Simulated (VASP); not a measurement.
Wanted: the native input for a VASP 6.6.1 run.

| Item | Value |
| --- | --- |
| Task | single point |
| Functional | LDA |
| Potentials or basis | VASP PAW LDA potentials, release 64 (Si) |
| Cutoff | 520 eV |
| k mesh | 12 × 12 × 6 |
| Occupations | gaussian, width 0.03 eV |
| Spin | no spin polarisation |
| Dipole correction | no |
| Further INCAR settings | ALGO = Normal; EDIFF = 1e-07; NBANDS = 16 |

The structure of Si lies in POSCAR:

```
Si
1.0
    3.8313174605      0.0000000000      0.0000000000
   -1.9156587303      3.3180182508      0.0000000000
    0.0000000000      0.0000000000      6.3326220002
Si
4
Direct
    0.4237487492      0.8474974984      0.1103832419
    0.6666666667      0.3333333333      0.5630095000
    0.3333333333      0.6666666667      0.4369905000
    0.6666666667      0.3333333333      0.9369905000
```

This cell differs from its parent crystal: atom 1 (Si) moved by (+0.600, +0.300) A along y and z.

The input as run:

INCAR

```
SYSTEM = Si
  PREC = Accurate
  ENCUT = 520
  EDIFF = 1E-7
  ISMEAR = 0
  SIGMA = 0.03
  LREAL = .FALSE.
  LASPH = .TRUE.
  NELM = 100
  ALGO = Normal
  ISIF = 2
  LWAVE = .FALSE.
  LCHARG = .FALSE.
  GGA = CA
  NBANDS = 16
```

KPOINTS

```
Automatic mesh
0
G
  12 12 6
  0 0 0
```

Potentials or basis: VASP PAW LDA potentials, release 64 (Si).

Launch:

```sh
$ cat potpaw_LDA.64/Si/POTCAR > POTCAR
$ mpirun -np 1 vasp_std > vasp.out
```

It gave:

```yaml
Pressure: 5.3 GPa
Largest_force: 7.462 eV/Å
Band_gap_on_the_k_mesh: zero (bands 8 and 9 overlap by 1.15 eV)
```

Caveat: the cell differs from its parent crystal (atom 1 (Si) moved by (+0.600, +0.300) A along y and z); the cell stands under pressure; forces of over 1 eV/Å act on the atoms, so gaps and moduli don't describe the material at rest.

Wall time 120 s on 1 thread of AMD EPYC 9R45 96-Core Processor (Zen 5), on a shared host, peak memory 0.29 GiB.
